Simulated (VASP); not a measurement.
# SrCl2 (I4/mmm) in VASP: further runs

SrCl2 is run at these levels: r2SCAN; tasks: single point.

Program: VASP 6.6.1. These are calculated values, not measurements. Logs are shortened: lines on timing, memory, paths and dates and some standing lists are left out, and cuts for length are marked.

**1. The cell of the first run**

It takes space group I4/mmm (No. 139, tetragonal). The conventional cell has a = 4.392 Å, b = 4.392 Å, c = 8.782 Å, α = 90.00°, β = 90.00°, γ = 90.00°. Sr (site symmetry 4/mmm) has 8 Cl at 3.11 Å within 4.1 Å. Within 4.1 Å of Cl (site symmetry -4m2) lie 4 Sr at 3.11 Å and 4 Cl at 3.11 Å.

**2. Single point, r2SCAN**

Input file POSCAR:

```
SrCl2
1.0
    0.0000000000      3.1053838061      4.3910127018
    3.1053838061      0.0000000000      4.3910127018
    3.1053838061      3.1053838061      0.0000000000
Sr Cl
1 2
Direct
    0.0000000000      0.0000000000      0.0000000000
    0.2500000000      0.2500000000      0.2500000000
    0.7500000000      0.7500000000      0.7500000000
```

Input file INCAR.step1:

```
  PREC = Accurate
  ENCUT = 520
  ISMEAR = 0
  SIGMA = 0.05
  LREAL = F
  LASPH = T
  NELM = 100
  NBANDS = 19
  GGA = PE
  ALGO = Normal
  EDIFF = 1E-4
  LWAVE = T
  LCHARG = F
```

Input file INCAR.step2:

```
  PREC = Accurate
  ENCUT = 520
  EDIFF = 1E-6
  ISMEAR = 0
  SIGMA = 0.05
  LREAL = F
  LASPH = T
  NELM = 100
  ALGO = Normal
  ISIF = 2
  LWAVE = F
  LCHARG = F
  METAGGA = R2SCAN
  LMIXTAU = T
  NBANDS = 19
  ISTART = 1
```

Input file KPOINTS:

```
regular mesh
0
Gamma
  6 6 6
```

Potentials or basis: VASP PAW PBE potentials, release 64 (Sr_sv, Cl).

Launch:

```
cat potpaw_PBE.64/Sr_sv/POTCAR potpaw_PBE.64/Cl/POTCAR > POTCAR
cp INCAR.step1 INCAR
mpirun -np 1 vasp_std > vasp.out
cp INCAR.step2 INCAR
mpirun -np 1 vasp_std > vasp.out
```

OUTCAR:

```text
PREC = Accurate
   ENCUT = 520
   EDIFF = 1E-6
   ISMEAR = 0
   LREAL = F
   LASPH = T
   NELM = 100
   ISIF = 2
   METAGGA = R2SCAN
   ISTART = 1

 ion  position               nearest neighbor table
   1  0.000  0.000  0.000-   3 3.11   3 3.11   3 3.11   2 3.11   3 3.11   2 3.11   2 3.11   2 3.11

   2  0.250  0.250  0.250-   1 3.11   1 3.11   1 3.11   1 3.11
   3  0.750  0.750  0.750-   1 3.11   1 3.11   1 3.11   1 3.11

  LATTYP: Found a body centered tetragonal cell.
 ALAT       =     4.3916758950
 C/A-ratio  =     1.9996979772

  Lattice vectors:

 A1 = (  -3.1053838061,   0.0000000000,   4.3910127018)
 A2 = (   3.1053838061,   0.0000000000,   4.3910127018)
 A3 = (   0.0000000000,   3.1053838061,  -4.3910127018)

Analysis of symmetry for initial positions (statically):
=====================================================================
 Subroutine PRICEL returns:
 Original cell was already a primitive cell.

 Routine SETGRP: Setting up the symmetry group for a
 body centered tetragonal supercell.

 Subroutine GETGRP returns: Found 16 space group operations
 (whereof 16 operations were pure point group operations)
 out of a pool of 16 trial point group operations.

The static configuration has the point symmetry D_4h.

Analysis of symmetry for dynamics (positions and initial velocities):
=====================================================================
 Subroutine PRICEL returns:
 Original cell was already a primitive cell.

 Routine SETGRP: Setting up the symmetry group for a
 body centered tetragonal supercell.

 Subroutine GETGRP returns: Found 16 space group operations
 (whereof 16 operations were pure point group operations)
 out of a pool of 16 trial point group operations.

The dynamic configuration has the point symmetry D_4h.

 Subroutine INISYM returns: Found 16 space group operations
 (whereof 16 operations are pure point group operations),
 and found     1 'primitive' translations

----------------------------------------------------------------------------------------

                                     Primitive cell

  volume of cell :      84.6887

  direct lattice vectors                    reciprocal lattice vectors
     0.000000000  3.105383806  4.391012702    -0.161010693  0.161010693  0.113868949
     3.105383806  0.000000000  4.391012702     0.161010693 -0.161010693  0.113868949
     3.105383806  3.105383806  0.000000000     0.161010693  0.161010693 -0.113868949

  length of vectors
     5.378141048  5.378141048  4.391675895     0.254587950  0.254587950  0.254587950

  position of ions in fractional coordinates (direct lattice)
     0.000000000  0.000000000  0.000000000
     0.250000000  0.250000000  0.250000000
     0.750000000  0.750000000  0.750000000

  ion indices of the primitive-cell ions
   primitive index   ion index
                 1           1
                 2           2
                 3           3

----------------------------------------------------------------------------------------

 KPOINTS: regular mesh

Automatic generation of k-mesh.
 Grid dimensions read from file:
 generate k-points for:    6    6    6

 Generating k-lattice:

  Cartesian coordinates                     Fractional coordinates (reciprocal lattice)
    -0.026835116  0.026835116  0.018978158     0.166666667 -0.000000000  0.000000000
     0.026835116 -0.026835116  0.018978158    -0.000000000  0.166666667  0.000000000
     0.026835116  0.026835116 -0.018978158     0.000000000  0.000000000  0.166666667

  Length of vectors
     0.042431325  0.042431325  0.042431325

  Shift w.r.t. Gamma in fractional coordinates (k-lattice)
     0.000000000  0.000000000  0.000000000

 Subroutine IBZKPT returns following result:
 ===========================================

 Found     30 irreducible k-points:

 Following reciprocal coordinates:
            Coordinates               Weight
  0.000000  0.000000  0.000000      1.000000
  0.166667  0.000000  0.000000      8.000000
  0.333333  0.000000  0.000000      8.000000
  0.500000  0.000000  0.000000      4.000000
  0.166667  0.166667  0.000000      2.000000
  0.333333  0.166667  0.000000      8.000000
[... 16 lines left out ...]
  0.333333  0.000000  0.333333      4.000000
  0.500000  0.000000  0.333333     16.000000
 [... further k-points ...]
   k-points           NKPTS =     30   k-points in BZ     NKDIM =     30   number of bands    NBANDS=     19
   number of dos      NEDOS =    301   number of ions     NIONS =      3
   total plane-waves  NPLWV =  57600
   dimension x,y,z NGX =    40 NGY =   40 NGZ =   36
   dimension x,y,z NGXF=    80 NGYF=   80 NGZF=   72
   ions per type =               1   2
   NGX,Y,Z   is equivalent  to a cutoff of  12.36, 12.36, 13.63 a.u.
   NGXF,Y,Z  is equivalent  to a cutoff of  24.73, 24.73, 27.26 a.u.
 SYSTEM =  unknown system
   PREC   = accura    normal or accurate (medium, high low for compatibility)
   ISTART =      1    job   : 0-new  1-cont  2-samecut
   ICHARG =      0    charge: 1-file 2-atom 10-const
   ISPIN  =      1    spin polarized calculation?
   LNONCOLLINEAR =      F non collinear calculations
   LSORBIT =      F    spin-orbit coupling
   LASPH  =      T    aspherical Exc in radial PAW
   ENCUT  =  520.0 eV  38.22 Ry    6.18 a.u.  10.00 10.00  8.17*2*pi/ulx,y,z
   NELM   =    100;   NELMIN=  2; NELMDL=  0     # of ELM steps
   EDIFF  = 0.1E-05   stopping-criterion for ELM
   LREAL  =      F    real-space projection
   EDIFFG = 0.1E-04   stopping-criterion for IOM
   NSW    =      0    number of steps for IOM
   IBRION =     -1    ionic relax: 0-MD 1-quasi-New 2-CG
   NFREE  =      0    steps in history (QN), initial steepest desc. (CG)
   ISIF   =      2    stress and relaxation
   ISYM   =      2    0-nonsym 1-usesym 2-fastsym
   POTIM  = 0.5000    time-step for ionic-motion
   TEBEG  =    0.0;   TEEND  =   0.0 temperature during run
   PSTRESS=    0.0 pullay stress
   NELECT =      24.0000    total number of electrons
   NUPDOWN=      -1.0000    fix difference up-down
   EMIN   =  10.00;   EMAX   =-10.00  energy-range for DOS
   EFERMI =   0.00;   METHOD = LEGACY
   ISMEAR =     0;   SIGMA  =   0.05  broadening in eV -4-tet -1-fermi 0-gaus
   EFERMI_NEDOS =   21; number of points for ismear=-14 and -15
   IALGO  =     38    algorithm
   IMIX   =      4    mixing-type and parameters
     AMIX     =   0.40;   BMIX     =  1.00
     AMIX_MAG =   1.60;   BMIX_MAG =  1.00
  volume/ion in A,a.u.               =      28.23       190.50
  Fermi-wavevector in a.u.,A,eV,Ry     =   1.075318  2.032056 15.732530  1.156308
  Thomas-Fermi vector in A             =   2.211171
   LORBIT       =      0    0 simple, 1 ext, 2 COOP (PROOUT), +10 PAW based schemes
   METAGGA = R2SCAN    functional components
   LHFCALC =     F    Hartree Fock is set to
   AEXX    =    0.0000 exact exchange contribution
   IVDW    =     0    specifies the selected vdW correction
   LEPSILON=     F    determine dielectric tensor
   LRPA    =     F    only Hartree local field effects (RPA)
 non-spin polarized calculation
 Gauss-broadening in eV      SIGMA  =   0.05
  energy-cutoff  :      520.00
  volume of cell :       84.69
 maximum number of plane-waves:      2328
   NGX = 19   NGY = 19   NGZ = 17

 number of electron      23.9999996 magnetization

 Free energy of the ion-electron system (eV)
  ---------------------------------------------------
  ext. energy  EPLUGINS =         0.00000000
  ---------------------------------------------------
  free energy    TOTEN  =       -34.43754595 eV

  energy without entropy =      -34.43754595  energy(sigma->0) =      -34.43754595

 E-fermi :   1.6960     XC(G=0):  -8.7830

 val. band max:        1.4732915843   @ k =   0.5000   0.0000   0.5000
 cond. band min:       3.8691951449   @ k =   0.0000   0.0000   0.0000
 fundamental gap:      2.3959035606
 Fermi energy:         1.6959564916

 k-point     1 :       0.0000    0.0000    0.0000
  band No.  band energies     occupation
      1     -34.5326      2.00000
      2     -15.9155      2.00000
      3     -15.9155      2.00000
      4     -15.7606      2.00000
      5     -13.7737      2.00000
      6     -12.3662      2.00000
[... 11 lines left out ...]
     18       9.1990      0.00000
     19       9.1990      0.00000

 k-point     2 :       0.1667    0.0000    0.0000
  band No.  band energies     occupation
      1     -34.5315      2.00000
      2     -15.9584      2.00000
      3     -15.9150      2.00000
      4     -15.7772      2.00000
      5     -13.6322      2.00000
      6     -12.4694      2.00000
[... 11 lines left out ...]
     18       8.9016      0.00000
     19       9.7323      0.00000

 k-point     3 :       0.3333    0.0000    0.0000
  band No.  band energies     occupation
      1     -34.5294      2.00000
      2     -16.0399      2.00000
      3     -15.9140      2.00000
      4     -15.7980      2.00000
      5     -13.3313      2.00000
      6     -12.7016      2.00000
[... 11 lines left out ...]
     18       8.7434      0.00000
     19       9.3964      0.00000

 k-point     4 :       0.5000    0.0000    0.0000
  band No.  band energies     occupation
      1     -34.5284      2.00000
      2     -16.0770      2.00000
      3     -15.9134      2.00000
      4     -15.8054      2.00000
      5     -13.1174      2.00000
      6     -12.8835      2.00000
[... 11 lines left out ...]
     18       9.0897      0.00000
     19       9.4527      0.00000

 k-point     5 :       0.1667    0.1667    0.0000
  band No.  band energies     occupation
      1     -34.5322      2.00000
      2     -15.9176      2.00000
      3     -15.9176      2.00000
      4     -15.8431      2.00000
      5     -13.6431      2.00000
      6     -12.3802      2.00000
[... 11 lines left out ...]
     18       8.3145      0.00000
     19       9.2596      0.00000

 k-point     6 :       0.3333    0.1667    0.0000
  band No.  band energies     occupation
      1     -34.5310      2.00000
      2     -15.9737      2.00000
      3     -15.9182      2.00000
      4     -15.8765      2.00000
      5     -13.4548      2.00000
      6     -12.4791      2.00000
[... 11 lines left out ...]
     18       8.2977      0.00000
     19      10.0102      0.00000

 k-point     7 :       0.5000    0.1667    0.0000
  band No.  band energies     occupation
      1     -34.5291      2.00000
      2     -16.0417      2.00000
      3     -15.9160      2.00000
      4     -15.8661      2.00000
      5     -13.2284      2.00000
      6     -12.6937      2.00000
[... 11 lines left out ...]
     18       8.8489      0.00000
     19       9.8505      0.00000

 k-point     8 :      -0.3333    0.1667    0.0000
  band No.  band energies     occupation
      1     -34.5284      2.00000
      2     -16.0666      2.00000
      3     -15.9134      2.00000
      4     -15.8191      2.00000
      5     -13.0604      2.00000
      6     -12.9380      2.00000
[... 256 lines left out ...]
 k-point    20 :      -0.3333    0.3333    0.1667
  band No.  band energies     occupation
      1     -34.5281      2.00000
      2     -16.0323      2.00000
      3     -15.9498      2.00000
      4     -15.8741      2.00000
      5     -13.1685      2.00000
      6     -12.7114      2.00000
[... 11 lines left out ...]
     18       9.2619      0.00000
     19      10.3209      0.00000

 k-point    21 :      -0.1667    0.3333    0.1667
  band No.  band energies     occupation
      1     -34.5275      2.00000
      2     -16.0668      2.00000
      3     -15.9422      2.00000
      4     -15.8059      2.00000
      5     -12.9951      2.00000
      6     -12.9797      2.00000
[... 11 lines left out ...]
     18       9.0649      0.00000
     19       9.4703      0.00000

 k-point    22 :      -0.3333    0.5000    0.1667
  band No.  band energies     occupation
      1     -34.5296      2.00000
      2     -15.9738      2.00000
      3     -15.9687      2.00000
      4     -15.9434      2.00000
      5     -13.2378      2.00000
      6     -12.5441      2.00000
[... 11 lines left out ...]
     18       9.0831      0.00000
     19      10.8974      0.00000

 k-point    23 :       0.3333    0.0000    0.3333
  band No.  band energies     occupation
      1     -34.5268      2.00000
      2     -16.0657      2.00000
      3     -15.9771      2.00000
      4     -15.7527      2.00000
      5     -13.1044      2.00000
      6     -12.8945      2.00000
[... 11 lines left out ...]
     18       9.0402      0.00000
     19      10.1370      0.00000

 k-point    24 :       0.5000    0.0000    0.3333
  band No.  band energies     occupation
      1     -34.5258      2.00000
      2     -16.0816      2.00000
      3     -15.9917      2.00000
      4     -15.7680      2.00000
      5     -13.0238      2.00000
      6     -12.9074      2.00000
[... 11 lines left out ...]
     18       9.3632      0.00000
     19       9.6820      0.00000

 [... further k-points ...]
[... 5 lines left out ...]
  --------------------------------------------------------------------------------------
  -------------------------------------------------------------------------------------
  Total        4.7008572      4.7008572     -7.3208556      0.0000000      0.0000000      0.0000000
  in kB       88.9328865     88.9328865   -138.4991692      0.0000000      0.0000000      0.0000000
  external PRESSURE =      13.1222012 kB  Pullay stress =       0.0000000 kB

 VOLUME and BASIS-vectors are now :
 -----------------------------------------------------------------------------
  energy-cutoff  :      520.00
  volume of cell :       84.69
      direct lattice vectors                 reciprocal lattice vectors
     0.000000000  3.105383806  4.391012702    -0.161010693  0.161010693  0.113868949
     3.105383806  0.000000000  4.391012702     0.161010693 -0.161010693  0.113868949
     3.105383806  3.105383806  0.000000000     0.161010693  0.161010693 -0.113868949

 POSITION                                       TOTAL-FORCE (eV/Angst)
 -----------------------------------------------------------------------------------
      0.00000      0.00000      0.00000         0.000000     -0.000000      0.000000
      1.55269      1.55269      2.19551        -0.000000     -0.000000     -0.000000
      4.65808      4.65808      6.58652         0.000000      0.000000      0.000000
 -----------------------------------------------------------------------------------
    total drift:                               -0.000000     -0.000000      0.000000

  FREE ENERGIE OF THE ION-ELECTRON SYSTEM (eV)
  ---------------------------------------------------
  free  energy   TOTEN  =       -34.4375459478 eV

  energy  without entropy=      -34.4375459478  energy(sigma->0) =      -34.43754595
```

Wall time 74 s (1 thread of Intel Xeon 6975P-C (Granite Rapids), shared host); peak memory 0.27 GiB.

Results:

* Free energy: -34.4375 eV
* Pressure: 1.3 GPa
* Band gap on the k mesh: 2.40 eV, indirect (least direct gap 2.84 eV)

Stress tensor (GPa, compression positive):
```
  8.89   0.00   0.00
  0.00   8.89   0.00
  0.00   0.00 -13.85
```

Caveat: the PAW data sets were made with another functional, which shifts forces and pressure a little. A k mesh can miss the band edges.

**3. Single point, r2SCAN**

This run uses another cell than the first one, of the same volume but with other edges.

Input file POSCAR:

```
SrCl2
1.0
    0.0000000000      3.6795279976      3.1275987980
    3.6795279976      0.0000000000      3.1275987980
    3.6795279976      3.6795279976      0.0000000000
Sr Cl
1 2
Direct
    0.0000000000      0.0000000000      0.0000000000
    0.2500000000      0.2500000000      0.2500000000
    0.7500000000      0.7500000000      0.7500000000
```

Input file INCAR.step1:

```
PREC = Accurate
ENCUT = 520
ISMEAR = 0
SIGMA = 0.05
LREAL = F
LASPH = T
NELM = 100
NBANDS = 19
GGA = PE
ALGO = Normal
EDIFF = 1E-4
LWAVE = T
LCHARG = F
```

Input file INCAR.step2:

```
PREC = Accurate
ENCUT = 520
EDIFF = 1E-6
ISMEAR = 0
SIGMA = 0.05
LREAL = F
LASPH = T
NELM = 100
ALGO = Normal
ISIF = 2
LWAVE = F
LCHARG = F
METAGGA = R2SCAN
LMIXTAU = T
NBANDS = 19
ISTART = 1
```

Input file KPOINTS:

```
Automatic mesh
0
Gamma
  6 6 6
```

Potentials or basis: VASP PAW PBE potentials, release 64 (Sr_sv, Cl).

Launch:

```
cat potpaw_PBE.64/Sr_sv/POTCAR potpaw_PBE.64/Cl/POTCAR > POTCAR
cp INCAR.step1 INCAR
mpirun -np 1 vasp_std > vasp.out
cp INCAR.step2 INCAR
mpirun -np 1 vasp_std > vasp.out
```

Wall time 62 s (1 thread of Intel Xeon 6975P-C (Granite Rapids), shared host); peak memory 0.25 GiB.

The run converged. Its results:

| Item | Value |
| --- | --- |
| Free energy | -35.4162 eV |
| Pressure | 0.9 GPa |
| Band gap on the k mesh | 4.57 eV, indirect (least direct gap 4.78 eV) |

Stress tensor (GPa, compression positive):
```
-2.60  0.00  0.00
 0.00 -2.60  0.00
 0.00  0.00  7.76
```

Levels at points of the mesh, in eV from the valence-band top:
```tsv
k point	band 10	band 11	band 12	band 13	band 14	band 15
(0.00, 0.00, 0.00)	-1.67	-1.67	-0.21	4.57	5.17	6.71
(0.50, 0.00, 0.00)	-2.18	-2.03	-1.85	6.23	6.43	6.99
(0.50, 0.50, 0.00)	-1.46	-1.46	0.00	4.91	7.23	7.60
(0.50, 0.00, 0.50)	-1.86	-1.12	-0.24	4.88	6.43	7.29
```

Caveat: the PAW data sets were made with another functional, which shifts forces and pressure a little. A k mesh can miss the band edges.

[end of part 1 of 2]
